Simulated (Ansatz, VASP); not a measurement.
**One calculation of ScGa3N2, two programs**

```xyz
6
Lattice="3.2286 0.0000 0.0000 -1.6143 2.7960 0.0000 0.0000 0.0000 10.0393" Properties=species:S:1:pos:R:3 pbc="T T T"
Sc    1.6143    0.9320    7.3185
Ga    1.6143    0.9320    2.6477
Ga    0.0000    0.0000    5.0205
Ga    0.0000    0.0000    9.9965
N     1.6143    0.9320    9.3707
N     0.0000    0.0000    1.9422
```

Alike in both runs: task relaxation of cell and atoms; functional PBE; k mesh 12 × 12 × 4; occupations gaussian, width 0.1 eV; no spin polarisation.

```csv
,VASP,Ansatz
version,VASP 6.6.1,Ansatz 0.2.0
potentials or method,"VASP PAW PBE potentials, release 64 (Sc_sv, Ga_d, N), cutoff 600 eV","scalar-relativistic, plane waves, PAW"
valence electrons in the cell,60,60
```

Ansatz gave:

| Quantity | Value |
| --- | --- |
| gap on the k mesh at the Fermi level, each at its own relaxed structure (eV) | none |
| relaxed volume (Å³/atom) | 15.04 |
| relaxed length of the cell vector where the two differ most in proportion (Å) | 9.974 |

Question: Estimate VASP's values.

Answer: gap on the k mesh at the Fermi level, each at its own relaxed structure (eV): none; relaxed volume (Å³/atom): 15.05; relaxed length of the cell vector where the two differ most in proportion (Å): 9.977.

A gap of «none» marks a metal or a gap that the smearing closes.
